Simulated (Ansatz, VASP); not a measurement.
## Pd: VASP beside Ansatz

```
Pd
1.0
     2.79032    0.00000    0.00000
     0.00000    3.94610    0.00000
     0.00000    0.00000   20.18550
Pd
4
Cartesian
  0.6976 0.9865 8.0804
  2.0927 2.9596 9.3473
  0.6976 0.9865 10.8382
  2.0927 2.9596 12.1051
```

Alike in both runs: task single point; functional PBE; k mesh 12 × 8 × 1; occupations fermi-dirac, width 0.1 eV; no spin polarisation.

|  | VASP | Ansatz |
| --- | --- | --- |
| version | VASP 6.6.1 | Ansatz 0.2.0 |
| potentials or method | VASP PAW PBE potentials, release 64 (Pd) | PAW with Ansatz's default frozen-core files, scalar-relativistic |
| plane-wave cutoff (eV) | 520 | 420 |
| valence electrons in the cell | 40 | 72 |

|  | VASP | Ansatz | Ansatz less VASP |
| --- | --- | --- | --- |
| rms of the force components (eV/Å) | 0.007 | 0.002 | -0.0050 |

Atom by atom the forces differ by 0.008 eV/Å (rms over components). VASP's potentials hold 40 valence electrons a cell and Ansatz's 72, so a difference there can come from the potentials and not from the codes. Ansatz's warnings: xc potential rough in thin density.
